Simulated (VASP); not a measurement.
# HfB (Pm-3m) in VASP: single point with LDA

Aim: the single point of HfB with LDA.

Everything below comes from runs of VASP 6.6.1. Logs are shortened: lines on timing, memory, paths and dates and some standing lists are left out, and cuts for length are marked.

### Step 1. The cell of the first run

The structure is cubic, space group Pm-3m (No. 221). Conventional cell: a = 2.910 Å, b = 2.910 Å, c = 2.910 Å, α = 90.00°, β = 90.00°, γ = 90.00°. Within 3.3 Å of Hf (site symmetry m-3m) lie 8 B at 2.52 Å and 6 Hf at 2.91 Å. B (site symmetry m-3m) has 8 Hf at 2.52 Å and 6 B at 2.91 Å within 3.3 Å.

### Step 2. Single point, LDA

The input, INCAR:

```
PREC = Accurate
ENCUT = 520
EDIFF = 1E-6
ISMEAR = 0
SIGMA = 0.15
LREAL = False
LASPH = True
NELM = 60
ALGO = Normal
ISIF = 2
LWAVE = False
LCHARG = False
NBANDS = 14
```

The input, KPOINTS:

```
Automatic mesh
0
Gamma
  20 20 20
```

The input, POSCAR:

```
HfB
1.0
   -0.9701392084      1.9402784168      1.9402784168
    1.9402784168     -0.9701392084      1.9402784168
    1.9402784168      1.9402784168     -0.9701392084
Hf B
1 1
Direct
    0.5000000000      0.5000000000      0.5000000000
    0.0000000000      0.0000000000      0.0000000000
```

Potentials or basis: VASP PAW LDA potentials, release 64 (Hf_pv, B).

Run with:

```console
$ cat potpaw_LDA.64/Hf_pv/POTCAR potpaw_LDA.64/B/POTCAR > POTCAR
$ mpirun -np 1 vasp_std > vasp.out
```

OUTCAR:

```text
PREC = Accurate
   ENCUT = 520
   EDIFF = 1E-6
   ISMEAR = 0
   LREAL = False
   LASPH = True
   NELM = 60
   ISIF = 2

 ion  position               nearest neighbor table
   1  0.500  0.500  0.500-   2 2.52   2 2.52   2 2.52   2 2.52   2 2.52   2 2.52   2 2.52   2 2.52

   2  0.000  0.000  0.000-   1 2.52   1 2.52   1 2.52   1 2.52   1 2.52   1 2.52   1 2.52   1 2.52

  LATTYP: Found a simple cubic cell.
 ALAT       =     2.9104176252

  Lattice vectors:

 A1 = (  -0.9701392084,   1.9402784168,   1.9402784168)
 A2 = (   1.9402784168,  -0.9701392084,   1.9402784168)
 A3 = (   1.9402784168,   1.9402784168,  -0.9701392084)

Analysis of symmetry for initial positions (statically):
=====================================================================
 Subroutine PRICEL returns:
 Original cell was already a primitive cell.

 Routine SETGRP: Setting up the symmetry group for a
 simple cubic supercell.

 Subroutine GETGRP returns: Found 48 space group operations
 (whereof 48 operations were pure point group operations)
 out of a pool of 48 trial point group operations.

The static configuration has the point symmetry O_h .

Analysis of symmetry for dynamics (positions and initial velocities):
=====================================================================
 Subroutine PRICEL returns:
 Original cell was already a primitive cell.

 Routine SETGRP: Setting up the symmetry group for a
 simple cubic supercell.

 Subroutine GETGRP returns: Found 48 space group operations
 (whereof 48 operations were pure point group operations)
 out of a pool of 48 trial point group operations.

The dynamic configuration has the point symmetry O_h .

 Subroutine INISYM returns: Found 48 space group operations
 (whereof 48 operations are pure point group operations),
 and found     1 'primitive' translations

----------------------------------------------------------------------------------------

                                     Primitive cell

  volume of cell :      24.6528

  direct lattice vectors                    reciprocal lattice vectors
    -0.970139208  1.940278417  1.940278417    -0.114531100  0.229062201  0.229062201
     1.940278417 -0.970139208  1.940278417     0.229062201 -0.114531100  0.229062201
     1.940278417  1.940278417 -0.970139208     0.229062201  0.229062201 -0.114531100

  length of vectors
     2.910417625  2.910417625  2.910417625     0.343593301  0.343593301  0.343593301

  position of ions in fractional coordinates (direct lattice)
     0.500000000  0.500000000  0.500000000
     0.000000000  0.000000000  0.000000000

  ion indices of the primitive-cell ions
   primitive index   ion index
                 1           1
                 2           2

----------------------------------------------------------------------------------------

 KPOINTS: Automatic mesh

Automatic generation of k-mesh.
 Grid dimensions read from file:
 generate k-points for:   20   20   20

 Generating k-lattice:

  Cartesian coordinates                     Fractional coordinates (reciprocal lattice)
    -0.005726555  0.011453110  0.011453110     0.050000000  0.000000000  0.000000000
     0.011453110 -0.005726555  0.011453110     0.000000000  0.050000000  0.000000000
     0.011453110  0.011453110 -0.005726555     0.000000000  0.000000000  0.050000000

  Length of vectors
     0.017179665  0.017179665  0.017179665

  Shift w.r.t. Gamma in fractional coordinates (k-lattice)
     0.000000000  0.000000000  0.000000000

 Subroutine IBZKPT returns following result:
 ===========================================

 Found    286 irreducible k-points:

 Following reciprocal coordinates:
            Coordinates               Weight
  0.000000  0.000000  0.000000      1.000000
  0.050000  0.000000  0.000000      6.000000
  0.100000  0.000000  0.000000      6.000000
  0.150000  0.000000  0.000000      6.000000
  0.200000  0.000000  0.000000      6.000000
  0.250000  0.000000  0.000000      6.000000
[... 16 lines left out ...]
  0.150000  0.100000  0.000000     24.000000
  0.200000  0.100000  0.000000     24.000000
 [... further k-points ...]
   k-points           NKPTS =    286   k-points in BZ     NKDIM =    286   number of bands    NBANDS=     14
   number of dos      NEDOS =    301   number of ions     NIONS =      2
   total plane-waves  NPLWV =  13824
   dimension x,y,z NGX =    24 NGY =   24 NGZ =   24
   dimension x,y,z NGXF=    48 NGYF=   48 NGZF=   48
   ions per type =               1   1
   NGX,Y,Z   is equivalent  to a cutoff of  13.71, 13.71, 13.71 a.u.
   NGXF,Y,Z  is equivalent  to a cutoff of  27.42, 27.42, 27.42 a.u.
 SYSTEM =  unknown system
   PREC   = accura    normal or accurate (medium, high low for compatibility)
   ISTART =      0    job   : 0-new  1-cont  2-samecut
   ICHARG =      2    charge: 1-file 2-atom 10-const
   ISPIN  =      1    spin polarized calculation?
   LNONCOLLINEAR =      F non collinear calculations
   LSORBIT =      F    spin-orbit coupling
   LASPH  =      T    aspherical Exc in radial PAW
   ENCUT  =  520.0 eV  38.22 Ry    6.18 a.u.   5.41  5.41  5.41*2*pi/ulx,y,z
   NELM   =     60;   NELMIN=  2; NELMDL= -5     # of ELM steps
   EDIFF  = 0.1E-05   stopping-criterion for ELM
   LREAL  =      F    real-space projection
   EDIFFG = 0.1E-04   stopping-criterion for IOM
   NSW    =      0    number of steps for IOM
   IBRION =     -1    ionic relax: 0-MD 1-quasi-New 2-CG
   NFREE  =      0    steps in history (QN), initial steepest desc. (CG)
   ISIF   =      2    stress and relaxation
   ISYM   =      2    0-nonsym 1-usesym 2-fastsym
   POTIM  = 0.5000    time-step for ionic-motion
   TEBEG  =    0.0;   TEEND  =   0.0 temperature during run
   PSTRESS=    0.0 pullay stress
   NELECT =      13.0000    total number of electrons
   NUPDOWN=      -1.0000    fix difference up-down
   EMIN   =  10.00;   EMAX   =-10.00  energy-range for DOS
   EFERMI =   0.00;   METHOD = LEGACY
   ISMEAR =     0;   SIGMA  =   0.15  broadening in eV -4-tet -1-fermi 0-gaus
   EFERMI_NEDOS =   21; number of points for ismear=-14 and -15
   IALGO  =     38    algorithm
   IMIX   =      4    mixing-type and parameters
     AMIX     =   0.40;   BMIX     =  1.00
     AMIX_MAG =   1.60;   BMIX_MAG =  1.00
  volume/ion in A,a.u.               =      12.33        83.18
  Fermi-wavevector in a.u.,A,eV,Ry     =   1.322617  2.499383 23.800871  1.749315
  Thomas-Fermi vector in A             =   2.452285
   LORBIT       =      0    0 simple, 1 ext, 2 COOP (PROOUT), +10 PAW based schemes
   GGA     = CA    functional components
   LHFCALC =     F    Hartree Fock is set to
   AEXX    =    0.0000 exact exchange contribution
   IVDW    =     0    specifies the selected vdW correction
   LEPSILON=     F    determine dielectric tensor
   LRPA    =     F    only Hartree local field effects (RPA)
 non-spin polarized calculation
 Gauss-broadening in eV      SIGMA  =   0.15
  energy-cutoff  :      520.00
  volume of cell :       24.65
 maximum number of plane-waves:       691
 NGX is ok and might be reduce to    24
   NGX = 11   NGY = 11   NGZ = 11

 number of electron      13.0000004 magnetization

 Free energy of the ion-electron system (eV)
  ---------------------------------------------------
  ext. energy  EPLUGINS =         0.00000000
  ---------------------------------------------------
  free energy    TOTEN  =       -17.90692215 eV

  energy without entropy =      -17.88003257  energy(sigma->0) =      -17.89347736

 E-fermi :   6.8181     XC(G=0): -12.5275

 val. band max:        6.8167332308   @ k =   0.5000   0.2500   0.0500
 cond. band min:       6.8199505404   @ k =   0.3500   0.3500   0.2000
 fundamental gap:      0.0032173096
 Fermi energy:         6.8180789489

 k-point     1 :       0.0000    0.0000    0.0000
  band No.  band energies     occupation
      1     -22.9165      2.00000
      2     -22.9165      2.00000
      3     -22.9165      2.00000
      4      -4.3840      2.00000
      5       4.5595      2.00000
      6       4.5595      2.00000
      7       9.2981      0.00000
      8       9.2981      0.00000
      9       9.2981      0.00000
     10      12.5941      0.00000
     11      12.5941      0.00000
     12      12.5941      0.00000
     13      17.4880      0.00000
     14      19.3806      0.00000

 k-point     2 :       0.0500    0.0000    0.0000
  band No.  band energies     occupation
      1     -22.9447      2.00000
      2     -22.9139      2.00000
      3     -22.9139      2.00000
      4      -4.3235      2.00000
      5       4.5638      2.00000
      6       4.5845      2.00000
      7       9.1648      0.00000
      8       9.1648      0.00000
      9       9.2565      0.00000
     10      12.6075      0.00000
     11      12.7264      0.00000
     12      12.7264      0.00000
     13      17.5694      0.00000
     14      19.3814      0.00000

 k-point     3 :       0.1000    0.0000    0.0000
  band No.  band energies     occupation
      1     -23.0257      2.00000
      2     -22.9065      2.00000
      3     -22.9065      2.00000
      4      -4.1454      2.00000
      5       4.5472      2.00000
      6       4.6582      2.00000
      7       8.8229      0.00000
      8       8.8229      0.00000
      9       9.1863      0.00000
     10      12.6469      0.00000
     11      13.0693      0.00000
     12      13.0693      0.00000
     13      17.7809      0.00000
     14      19.3835      0.00000
[... 324 lines left out ...]
 k-point    23 :       0.1500    0.1000    0.0000
  band No.  band energies     occupation
      1     -23.1393      2.00000
      2     -23.0016      2.00000
      3     -22.8852      2.00000
      4      -3.6325      2.00000
      5       4.5419      2.00000
      6       4.7711      2.00000
      7       7.6373      0.00000
      8       8.2462      0.00000
      9       9.7543      0.00000
     10      12.0837      0.00000
     11      13.4829      0.00000
     12      14.2816      0.00000
     13      18.3366      0.00000
     14      19.3921      0.00000

 k-point    24 :       0.2000    0.1000    0.0000
  band No.  band energies     occupation
      1     -23.2907      2.00000
      2     -22.9863      2.00000
      3     -22.8707      2.00000
      4      -3.2612      2.00000
      5       4.2350      2.00000
      6       4.9223      2.00000
      7       7.3452      0.00000
      8       7.8791      0.00000
      9       9.9724      0.00000
     10      12.0692      0.00000
     11      13.8339      0.00000
     12      14.7271      0.00000
     13      18.5397      0.00000
     14      19.3958      0.00000

 [... further k-points ...]
[... 5 lines left out ...]
  --------------------------------------------------------------------------------------
  -------------------------------------------------------------------------------------
  Total        0.9735585      0.9735585      0.9735585     -0.0000000     -0.0000000     -0.0000000
  in kB       63.2712942     63.2712942     63.2712942     -0.0000000     -0.0000000     -0.0000000
  external PRESSURE =      63.2712942 kB  Pullay stress =       0.0000000 kB

 VOLUME and BASIS-vectors are now :
 -----------------------------------------------------------------------------
  energy-cutoff  :      520.00
  volume of cell :       24.65
      direct lattice vectors                 reciprocal lattice vectors
    -0.970139208  1.940278417  1.940278417    -0.114531100  0.229062201  0.229062201
     1.940278417 -0.970139208  1.940278417     0.229062201 -0.114531100  0.229062201
     1.940278417  1.940278417 -0.970139208     0.229062201  0.229062201 -0.114531100

 POSITION                                       TOTAL-FORCE (eV/Angst)
 -----------------------------------------------------------------------------------
      1.45521      1.45521      1.45521        -0.000000     -0.000000     -0.000000
      0.00000      0.00000      0.00000         0.000000      0.000000      0.000000
 -----------------------------------------------------------------------------------
    total drift:                               -0.000000     -0.000000      0.000000

  FREE ENERGIE OF THE ION-ELECTRON SYSTEM (eV)
  ---------------------------------------------------
  free  energy   TOTEN  =       -17.9069221528 eV

  energy  without entropy=      -17.8800325677  energy(sigma->0) =      -17.89347736
```

Run time: 86 s. Hardware: 1 thread of Intel Xeon Platinum 8259CL at 2.50GHz (Skylake/Cascade Lake), shared host; peak memory 0.2 GiB.

Results:

| Property | Result |
| --- | --- |
| Free energy | -17.9069 eV |
| Pressure | 6.3 GPa |

Caveat: spin-orbit coupling is left out, which moves the levels of the heavy elements.
